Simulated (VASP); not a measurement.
# BN (F-43m) in VASP: further runs

Runs on BN. Level: PBE. Tasks: single point.

Everything below comes from runs of VASP 6.6.1. Logs are shortened: lines on timing, memory, paths and dates and some standing lists are left out, and cuts for length are marked.

## (1) The cell of the first run

Symmetry: F-43m, No. 216, cubic system. The conventional cell has a = 3.625 Å, b = 3.625 Å, c = 3.625 Å, α = 90.00°, β = 90.00°, γ = 90.00°. Within 2.1 Å of B (site symmetry -43m) lie 4 N at 1.57 Å. Within 2.1 Å of N (site symmetry -43m) lie 4 B at 1.57 Å.

## (2) Single point, PBE

INCAR

```
SYSTEM = BN
PREC = Accurate
ENCUT = 520
EDIFF = 1E-6
ISMEAR = 0
SIGMA = 0.02
LREAL = .FALSE.
LASPH = .TRUE.
NELM = 100
ALGO = Normal
ISIF = 2
LWAVE = .FALSE.
LCHARG = .FALSE.
GGA = PE
NBANDS = 11
```

KPOINTS

```
regular mesh
0
G
  12 12 12
  0 0 0
```

POSCAR

```
BN
1.0
    0.0000000000      1.8123485119      1.8123485119
    1.8123485119      0.0000000000      1.8123485119
    1.8123485119      1.8123485119      0.0000000000
B N
1 1
Direct
    0.0000000000      0.0000000000      0.0000000000
    0.7500000000      0.7500000000      0.7500000000
```

Potentials or basis: VASP PAW PBE potentials, release 64 (B, N).

Launch:

```sh
$ cat potpaw_PBE.64/B/POTCAR potpaw_PBE.64/N/POTCAR > POTCAR
$ mpirun -np 1 vasp_std > vasp.out
```

OUTCAR:

```text
SYSTEM = BN
   PREC = Accurate
   ENCUT = 520
   EDIFF = 1E-6
   ISMEAR = 0
   LREAL = .FALSE.
   LASPH = .TRUE.
   NELM = 100
   ISIF = 2
   GGA = PE

 ion  position               nearest neighbor table
   1  0.000  0.000  0.000-   2 1.57   2 1.57   2 1.57   2 1.57
   2  0.750  0.750  0.750-   1 1.57   1 1.57   1 1.57   1 1.57

  LATTYP: Found a face centered cubic cell.
 ALAT       =     3.6246970238

  Lattice vectors:

 A1 = (   0.0000000000,   1.8123485119,   1.8123485119)
 A2 = (   1.8123485119,   0.0000000000,   1.8123485119)
 A3 = (   1.8123485119,   1.8123485119,   0.0000000000)

Analysis of symmetry for initial positions (statically):
=====================================================================
 Subroutine PRICEL returns:
 Original cell was already a primitive cell.

 Routine SETGRP: Setting up the symmetry group for a
 face centered cubic supercell.

 Subroutine GETGRP returns: Found 24 space group operations
 (whereof 24 operations were pure point group operations)
 out of a pool of 48 trial point group operations.

The static configuration has the point symmetry T_d .

Analysis of symmetry for dynamics (positions and initial velocities):
=====================================================================
 Subroutine PRICEL returns:
 Original cell was already a primitive cell.

 Routine SETGRP: Setting up the symmetry group for a
 face centered cubic supercell.

 Subroutine GETGRP returns: Found 24 space group operations
 (whereof 24 operations were pure point group operations)
 out of a pool of 48 trial point group operations.

The dynamic configuration has the point symmetry T_d .

 Subroutine INISYM returns: Found 24 space group operations
 (whereof 24 operations are pure point group operations),
 and found     1 'primitive' translations

----------------------------------------------------------------------------------------

                                     Primitive cell

  volume of cell :      11.9057

  direct lattice vectors                    reciprocal lattice vectors
     0.000000000  1.812348512  1.812348512    -0.275885127  0.275885127  0.275885127
     1.812348512  0.000000000  1.812348512     0.275885127 -0.275885127  0.275885127
     1.812348512  1.812348512  0.000000000     0.275885127  0.275885127 -0.275885127

  length of vectors
     2.563047845  2.563047845  2.563047845     0.477847058  0.477847058  0.477847058

  position of ions in fractional coordinates (direct lattice)
     0.000000000  0.000000000  0.000000000
     0.750000000  0.750000000  0.750000000

[... 85 lines left out ...]
   TEBEG  =    0.0;   TEEND  =   0.0 temperature during run
   PSTRESS=    0.0 pullay stress
   NELECT =       8.0000    total number of electrons
   NUPDOWN=      -1.0000    fix difference up-down
   EMIN   =  10.00;   EMAX   =-10.00  energy-range for DOS
   EFERMI =   0.00;   METHOD = LEGACY
   ISMEAR =     0;   SIGMA  =   0.02  broadening in eV -4-tet -1-fermi 0-gaus
   EFERMI_NEDOS =   21; number of points for ismear=-14 and -15
   IALGO  =     38    algorithm
   IMIX   =      4    mixing-type and parameters
     AMIX     =   0.40;   BMIX     =  1.00
     AMIX_MAG =   1.60;   BMIX_MAG =  1.00
  volume/ion in A,a.u.               =       5.95        40.17
  Fermi-wavevector in a.u.,A,eV,Ry     =   1.433903  2.709684 27.974638  2.056078
  Thomas-Fermi vector in A             =   2.553370
   LORBIT       =      0    0 simple, 1 ext, 2 COOP (PROOUT), +10 PAW based schemes
   GGA     = PE    functional components
   LHFCALC =     F    Hartree Fock is set to
   AEXX    =    0.0000 exact exchange contribution
   IVDW    =     0    specifies the selected vdW correction
   LEPSILON=     F    determine dielectric tensor
   LRPA    =     F    only Hartree local field effects (RPA)
 non-spin polarized calculation
 Gauss-broadening in eV      SIGMA  =   0.02
  energy-cutoff  :      520.00
  volume of cell :       11.91
 maximum number of plane-waves:       332
   NGX =  9   NGY =  9   NGZ =  9

 number of electron       7.9999999 magnetization

 Free energy of the ion-electron system (eV)
  ---------------------------------------------------
  ext. energy  EPLUGINS =         0.00000000
  ---------------------------------------------------
  free energy    TOTEN  =       -17.45101270 eV

  energy without entropy =      -17.45101270  energy(sigma->0) =      -17.45101270

 E-fermi :   7.4061     XC(G=0): -12.7824

 val. band max:        7.3042551703   @ k =   0.0000   0.0000   0.0000
 cond. band min:      11.7550427270   @ k =   0.5000   0.5000   0.0000
 fundamental gap:      4.4507875567
 Fermi energy:         7.4061064852

 k-point     1 :       0.0000    0.0000    0.0000
  band No.  band energies     occupation
      1     -12.8353      2.00000
      2       7.3043      2.00000
      3       7.3043      2.00000
      4       7.3043      2.00000
      5      16.0859      0.00000
      6      16.0859      0.00000
      7      16.0859      0.00000
      8      17.5232      0.00000
      9      31.9058      0.00000
     10      34.9749      0.00000
     11      34.9749      0.00000
[... 309 lines left out ...]
 k-point    24 :      -0.4167    0.1667    0.0000
  band No.  band energies     occupation
      1      -8.2957      2.00000
      2      -2.6239      2.00000
      3       3.2082      2.00000
      4       4.7580      2.00000
      5      16.5767      0.00000
      6      19.4107      0.00000
      7      19.4868      0.00000
      8      22.8904      0.00000
      9      28.2593      0.00000
     10      32.5560      0.00000
     11      33.8239      0.00000

 [... further k-points ...]

------------------------ aborting loop because EDIFF is reached ----------------------------------------

  FORCE on cell =-STRESS in cart. coord.  units (eV):
  Direction    XX          YY          ZZ          XY          YZ          ZX
  --------------------------------------------------------------------------------------
  -------------------------------------------------------------------------------------
  Total        0.0179300      0.0179300      0.0179300      0.0000000      0.0000000      0.0000000
  in kB        2.4128789      2.4128789      2.4128789      0.0000000      0.0000000      0.0000000
  external PRESSURE =       2.4128789 kB  Pullay stress =       0.0000000 kB

 VOLUME and BASIS-vectors are now :
 -----------------------------------------------------------------------------
  energy-cutoff  :      520.00
  volume of cell :       11.91
      direct lattice vectors                 reciprocal lattice vectors
     0.000000000  1.812348512  1.812348512    -0.275885127  0.275885127  0.275885127
     1.812348512  0.000000000  1.812348512     0.275885127 -0.275885127  0.275885127
     1.812348512  1.812348512  0.000000000     0.275885127  0.275885127 -0.275885127

 POSITION                                       TOTAL-FORCE (eV/Angst)
 -----------------------------------------------------------------------------------
      0.00000      0.00000      0.00000        -0.000000     -0.000000     -0.000000
      2.71852      2.71852      2.71852         0.000000      0.000000      0.000000
 -----------------------------------------------------------------------------------
    total drift:                               -0.000000     -0.000000     -0.000000

  FREE ENERGIE OF THE ION-ELECTRON SYSTEM (eV)
  ---------------------------------------------------
  free  energy   TOTEN  =       -17.4510127003 eV

  energy  without entropy=      -17.4510127003  energy(sigma->0) =      -17.45101270
```

OSZICAR:

```text
N       E                     dE             d eps       ncg     rms          rms(c)
DAV:   1     0.102329141874E+02    0.10233E+02   -0.50470E+03  1624   0.724E+02
DAV:   2    -0.179076338713E+02   -0.28141E+02   -0.27347E+02  1900   0.165E+02
DAV:   3    -0.184031896178E+02   -0.49556E+00   -0.49492E+00  1878   0.188E+01
DAV:   4    -0.184037411675E+02   -0.55155E-03   -0.55154E-03  1686   0.713E-01
DAV:   5    -0.184037416730E+02   -0.50543E-06   -0.50546E-06  1833   0.212E-02    0.666E+00
DAV:   6    -0.175342633343E+02    0.86948E+00   -0.29481E+00  1665   0.988E+00    0.324E+00
DAV:   7    -0.174648219456E+02    0.69441E-01   -0.10050E-01  1773   0.262E+00    0.191E+00
DAV:   8    -0.174507479112E+02    0.14074E-01   -0.35217E-02  1763   0.136E+00    0.188E-01
DAV:   9    -0.174509190896E+02   -0.17118E-03   -0.97904E-04  1677   0.258E-01    0.828E-02
DAV:  10    -0.174510073323E+02   -0.88243E-04   -0.12332E-04  1718   0.948E-02    0.150E-02
DAV:  11    -0.174510126792E+02   -0.53468E-05   -0.94851E-06  1812   0.252E-02    0.106E-02
DAV:  12    -0.174510127003E+02   -0.21176E-07   -0.15986E-06   972   0.870E-03
   1 F= -.17451013E+02 E0= -.17451013E+02  d E =-.106870E-15
```

Run time: 9 s. Hardware: 1 thread of Intel Xeon Platinum 8259CL at 2.50GHz (Skylake/Cascade Lake), shared host; peak memory 0.12 GiB.

Results:

```yaml
Free_energy: -17.4510 eV
Pressure: 0.2 GPa
Band_gap_on_the_k_mesh: 4.45 eV, indirect (least direct gap 8.78 eV)
```

A k mesh can miss the band edges.

## (3) Single point, PBE

INCAR

```
SYSTEM = BN
ALGO = Normal ; EDIFF = 1E-6
ENCUT = 520 ; GGA = PE
ISIF = 2 ; ISMEAR = 1
LASPH = .TRUE. ; LCHARG = .FALSE.
LREAL = .FALSE. ; LWAVE = .FALSE.
NBANDS = 11 ; NELM = 60
PREC = Accurate ; SIGMA = 0.02
```

KPOINTS

```
k-points
0
G
  12 12 12
  0 0 0
```

POSCAR is that of step 2.

Potentials or basis: VASP PAW PBE potentials, release 64 (B, N).

Launch:

```sh
$ cat potpaw_PBE.64/B/POTCAR potpaw_PBE.64/N/POTCAR > POTCAR
$ mpirun -np 1 vasp_std > vasp.out
```

Run time: 7.8 s. Hardware: 1 thread of Intel Xeon Platinum 8259CL at 2.50GHz (Skylake/Cascade Lake), shared host; peak memory 0.12 GiB.

Results (log left out):

```
Free energy            : -17.4510 eV
Pressure               : 0.2 GPa
Band gap on the k mesh : 4.45 eV, indirect (least direct gap 8.78 eV)
```

Levels at points of the mesh, in eV from the valence-band top:
| k point | band 2 | band 3 | band 4 | band 5 | band 6 | band 7 |
| --- | --- | --- | --- | --- | --- | --- |
| (0.00, 0.00, 0.00) | 0.00 | 0.00 | 0.00 | 8.78 | 8.78 | 8.78 |
| (0.50, 0.00, 0.00) | -10.62 | -1.93 | -1.93 | 10.04 | 10.66 | 10.66 |
| (0.50, 0.50, 0.00) | -8.86 | -4.86 | -4.86 | 4.45 | 9.19 | 17.79 |

## (4) Single point, PBE

INCAR

```
  PREC = Accurate
  ENCUT = 520
  EDIFF = 1E-7
  ISMEAR = 0
  SIGMA = 0.02
  LREAL = F
  LASPH = T
  NELM = 60
  ALGO = Normal
  ISIF = 2
  LWAVE = F
  LCHARG = F
  GGA = PE
  NBANDS = 11
```

KPOINTS

```
regular mesh
0
Gamma
  12 12 12
```

POSCAR is that of step 3.

Potentials or basis: VASP PAW PBE potentials, release 64 (B, N).

Launch:

```sh
$ cat potpaw_PBE.64/B/POTCAR potpaw_PBE.64/N/POTCAR > POTCAR
$ mpirun -np 1 vasp_std > vasp.out
```

OUTCAR:

```text
PREC = Accurate
   ENCUT = 520
   EDIFF = 1E-7
   ISMEAR = 0
   LREAL = F
   LASPH = T
   NELM = 60
   ISIF = 2
   GGA = PE

 ion  position               nearest neighbor table
   1  0.000  0.000  0.000-   2 1.57   2 1.57   2 1.57   2 1.57
   2  0.750  0.750  0.750-   1 1.57   1 1.57   1 1.57   1 1.57

  LATTYP: Found a face centered cubic cell.
 ALAT       =     3.6246970238

  Lattice vectors:

 A1 = (   0.0000000000,   1.8123485119,   1.8123485119)
 A2 = (   1.8123485119,   0.0000000000,   1.8123485119)
 A3 = (   1.8123485119,   1.8123485119,   0.0000000000)
[... 511 lines left out ...]
      6      19.4107      0.00000
      7      19.4868      0.00000
      8      22.8904      0.00000
      9      28.2594      0.00000
     10      32.5560      0.00000
     11      33.8239      0.00000

 [... further k-points ...]
[... 5 lines left out ...]
  --------------------------------------------------------------------------------------
  -------------------------------------------------------------------------------------
  Total        0.0174269      0.0174269      0.0174269      0.0000000     -0.0000000      0.0000000
  in kB        2.3451802      2.3451802      2.3451802      0.0000000     -0.0000000      0.0000000
  external PRESSURE =       2.3451802 kB  Pullay stress =       0.0000000 kB

 VOLUME and BASIS-vectors are now :
 -----------------------------------------------------------------------------
  energy-cutoff  :      520.00
  volume of cell :       11.91
      direct lattice vectors                 reciprocal lattice vectors
     0.000000000  1.812348512  1.812348512    -0.275885127  0.275885127  0.275885127
     1.812348512  0.000000000  1.812348512     0.275885127 -0.275885127  0.275885127
     1.812348512  1.812348512  0.000000000     0.275885127  0.275885127 -0.275885127

 POSITION                                       TOTAL-FORCE (eV/Angst)
 -----------------------------------------------------------------------------------
      0.00000      0.00000      0.00000         0.000000     -0.000000     -0.000000
      2.71852      2.71852      2.71852        -0.000000      0.000000      0.000000
 -----------------------------------------------------------------------------------
    total drift:                               -0.000000     -0.000000     -0.000000

  FREE ENERGIE OF THE ION-ELECTRON SYSTEM (eV)
  ---------------------------------------------------
  free  energy   TOTEN  =       -17.4510126988 eV

  energy  without entropy=      -17.4510126988  energy(sigma->0) =      -17.45101270
```

OSZICAR:

```text
N       E                     dE             d eps       ncg     rms          rms(c)
DAV:   1     0.102329141874E+02    0.10233E+02   -0.50470E+03  1624   0.724E+02
DAV:   2    -0.179076338713E+02   -0.28141E+02   -0.27347E+02  1900   0.165E+02
DAV:   3    -0.184031896178E+02   -0.49556E+00   -0.49492E+00  1878   0.188E+01
DAV:   4    -0.184037411675E+02   -0.55155E-03   -0.55154E-03  1686   0.713E-01
DAV:   5    -0.184037416730E+02   -0.50543E-06   -0.50546E-06  1833   0.212E-02    0.666E+00
DAV:   6    -0.175342633343E+02    0.86948E+00   -0.29481E+00  1665   0.988E+00    0.324E+00
DAV:   7    -0.174648219456E+02    0.69441E-01   -0.10050E-01  1773   0.262E+00    0.191E+00
DAV:   8    -0.174507479112E+02    0.14074E-01   -0.35217E-02  1763   0.136E+00    0.188E-01
DAV:   9    -0.174509190896E+02   -0.17118E-03   -0.97904E-04  1677   0.258E-01    0.828E-02
DAV:  10    -0.174510073323E+02   -0.88243E-04   -0.12332E-04  1718   0.948E-02    0.150E-02
DAV:  11    -0.174510126792E+02   -0.53468E-05   -0.94851E-06  1812   0.252E-02    0.106E-02
DAV:  12    -0.174510127040E+02   -0.24812E-07   -0.16350E-06  1770   0.870E-03    0.626E-04
DAV:  13    -0.174510126988E+02    0.52016E-08   -0.22927E-08   855   0.149E-03
   1 F= -.17451013E+02 E0= -.17451013E+02  d E =-.106834E-15
```

stdout:

```text
POSCAR found type information on POSCAR B N
 POSCAR found :  2 types and       2 ions
 scaLAPACK will be used
 LDA part: xc-table for (Slater+PW92), standard interpolation
 POSCAR, INCAR and KPOINTS ok, starting setup
 FFT: planning ... GRIDC
 FFT: planning ... GRID_SOFT
 FFT: planning ... GRID
 WAVECAR not read
 entering main loop
```

Wall time 7.9 s (1 thread of Intel Xeon Platinum 8259CL at 2.50GHz (Skylake/Cascade Lake), shared host); peak memory 0.12 GiB.

Results:

| Item | Value |
| --- | --- |
| Free energy | -17.4510 eV |
| Pressure | 0.2 GPa |
| Band gap on the k mesh | 4.45 eV, indirect (least direct gap 8.78 eV) |

A k mesh can miss the band edges. A hybrid or GW would open this gap; PBE tends to underestimate it.
